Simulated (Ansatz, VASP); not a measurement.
**Two plane-wave programs on Pd**

Contents of POSCAR:

```
Pd
1.0
    0.0000000000      1.9376570000      1.9376570000
    1.9376570000      0.0000000000      1.9376570000
    1.9376570000      1.9376570000      0.0000000000
Pd
1
Direct
    0.0000000000      0.0000000000      0.0000000000
```

INCAR.step1

```
PREC = Accurate
ENCUT = 550
ISMEAR = -1
SIGMA = 0.069
LREAL = F
LASPH = T
NELM = 120
NBANDS = 11
GGA = PE
ALGO = Normal
EDIFF = 1E-5
LWAVE = T
LCHARG = F
GGA_COMPAT = F
```

INCAR.step2

```
PREC = Accurate
ENCUT = 550
EDIFF = 1E-6
ISMEAR = -1
SIGMA = 0.069
LREAL = F
LASPH = T
NELM = 120
ALGO = Normal
ISIF = 2
LWAVE = F
LCHARG = T
METAGGA = R2SCAN
LMIXTAU = T
LELF = T
LVHAR = T
NBANDS = 11
ISTART = 1
GGA_COMPAT = F
```

File KPOINTS:

```
Automatic mesh
0
Gamma
  15 15 15
```

Input for Ansatz:

```yaml
crystal:
  lattice:
    - [0.0, 1.937657, 1.937657]
    - [1.937657, 0.0, 1.937657]
    - [1.937657, 1.937657, 0.0]
  atoms:
    - { symbol: Pd, position: [0.0, 0.0, 0.0] }
  symmetry: { tolerance: 0.0003 }
kpoints:
  mp_grid: { grid: [15, 15, 15], shift: [0, 0, 0] }
  band_path:
    path:
      - [0.0, 0.0, 0.0]
      - [0.5, 0.0, 0.5]
      - [0.625, 0.25, 0.625]
      - [0.375, 0.375, 0.75]
      - [0.0, 0.0, 0.0]
      - [0.5, 0.5, 0.5]
      - [0.5, 0.25, 0.75]
      - [0.5, 0.0, 0.5]
    npoints: 8
magnetization:
  spin_polarized: false
scf:
  occupations: { method: fermi_dirac, width: 0.069 }
  lower_state_search: "off"
  max_iter: 200
hamiltonian:
  pseudopotentials: { kind: paw }
  xc: r2scan
basis:
  ecutwfc: 500
  fft_grid_basis: typed
output:
  forces: true
  stress: true
  eigenvalues: true
  bader: true
  populations: true
  elf: true
  write_potential: true
  volumetric_format: npy
  dos:
    e_range: [-12, 8]
    de: 0.05
    projected: { site_lists: { Pd: [Pd] } }
checkpoint:
  read: saved_state
```

Alike in both runs: task single point; functional r2SCAN; k mesh 15 × 15 × 15; occupations fermi-dirac, width 0.069 eV; no spin polarisation.

|  | VASP | Ansatz |
| --- | --- | --- |
| version | VASP 6.6.1 | Ansatz 0.2.0 |
| potentials or method | VASP PAW PBE potentials, release 64 (Pd), cutoff 550 eV | PAW plane waves |
| valence electrons in the cell | 10 | 18 |

```csv
,VASP,Ansatz,Ansatz less VASP
pressure (GPa),5.7,4.9,-0.76
```

VASP's potentials were made for PBE, not for r2SCAN. With one functional, cell and mesh, what is left measures potentials, basis and numerics. VASP's potentials hold 10 valence electrons a cell and Ansatz's 18, so a difference there can come from the potentials and not from the codes.
